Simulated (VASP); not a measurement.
Runs of VASP 6.6.1 on TiC. The structure is that of space group Fm-3m (No. 225), or close to it. The cells are those of the table. 

| task | level | potentials or basis | cell | cutoff (eV) | gap on the mesh (eV) | pressure (GPa) | relaxed volume (Å³/atom) |
| --- | --- | --- | --- | --- | --- | --- | --- |
| relaxation of the atoms | r2SCAN | VASP PAW PBE potentials, release 64 (Ti_sv, C) | atoms relaxed from a = 2.998 Å, angles 60.0°, 2 atoms | 520 | none | 19.3 | - |
| relaxation of cell and atoms | PBEsol | VASP PAW PBE potentials, release 64 (Ti_sv, C) | relaxed from a = 3.054 Å, angles 60.0°, 2 atoms | 600 | none | 0.0 | 9.90 |
| relaxation of cell and atoms | r2SCAN | VASP PAW PBE potentials, release 64 (Ti_sv, C) | relaxed from a = 3.054 Å, angles 60.0°, 2 atoms | 600 | none | 0.0 | 10.17 |
| relaxation of cell and atoms | PBE | VASP PAW PBE potentials, release 64 (Ti_sv, C) | relaxed from a = 3.054 Å, angles 60.0°, 2 atoms | 600 | none | 0.0 | 10.17 |
| relaxation of cell and atoms | LDA | VASP PAW LDA potentials, release 64 (Ti_sv, C) | relaxed from a = 3.054 Å, angles 60.0°, 2 atoms | 600 | none | -0.1 | (a) |

Alike in all rows: no spin polarisation; k mesh 13 × 13 × 13; smearing fermi-dirac 0.1 eV.

Problem. Estimate the missing entries.

Solution. (a) 9.69.

Caveats: the PAW data sets were made with another functional, which shifts forces and pressure a little (at least some runs); the relaxation stopped at its first step, so nothing moved (at least some runs).

A gap of «none» marks levels without a gap at the run's occupations.
